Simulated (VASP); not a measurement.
The system is ZrO2.

```xyz
6
Lattice="3.5961 0.0000 0.0000 0.0000 3.5961 0.0000 0.0000 0.0000 5.0217" Properties=species:S:1:pos:R:3 pbc="T T T"
Zr    0.0000    0.0000    0.0000
Zr    1.7980    1.7980    2.5108
O     0.0000    1.7980    1.0103
O     0.0000    1.7980    3.5212
O     1.7980    0.0000    1.5005
O     1.7980    0.0000    4.0114
```

This cell differs from its parent crystal: z stretched by -3 %.

| Item | Value |
| --- | --- |
| Program | VASP 6.6.1 |
| Task | relaxation of the atoms |
| Functional | PBE |
| Potentials or basis | VASP PAW PBE potentials, release 64 (Zr_sv, O) |
| Cutoff | 520 eV |
| k mesh | 8 × 8 × 6 |
| Occupations | fermi-dirac, width 0.02 eV |
| Spin | no spin polarisation |

At the start: pressure 13.8 GPa; volume 10.82 Å³/atom.

Problem. How do energy, volume and symmetry change on relaxing?

Solution. Over 4 steps the energy falls by 4.1 meV/atom; space group P4_2/nmc (No. 137, to 0.1 Å) before and after.

Step by step:
```tsv
step	energy change (eV)	largest force (eV/Å)	pressure (GPa)
1	0.0000	0.2405	13.77
2	-0.0098	0.1813	13.22
3	-0.0242	0.0333	11.75
4	-0.0248	0.0058	11.46
```

Final structure:
```yaml
crystal:
  lattice:
    - [3.59610, 0.00000, 0.00000]
    - [0.00000, 3.59610, 0.00000]
    - [0.00000, 0.00000, 5.02169]
  atoms:
    - { symbol: Zr, position: [0.00000, 0.00000, 0.00000] }
    - { symbol: Zr, position: [0.50000, 0.50000, 0.50000] }
    - { symbol: O, position: [0.00000, 0.50000, 0.21199] }
    - { symbol: O, position: [0.00000, 0.50000, 0.71199] }
    - { symbol: O, position: [0.50000, 0.00000, 0.28801] }
    - { symbol: O, position: [0.50000, 0.00000, 0.78801] }
```

Caveat: the cell differs from its parent crystal (z stretched by -3 %).
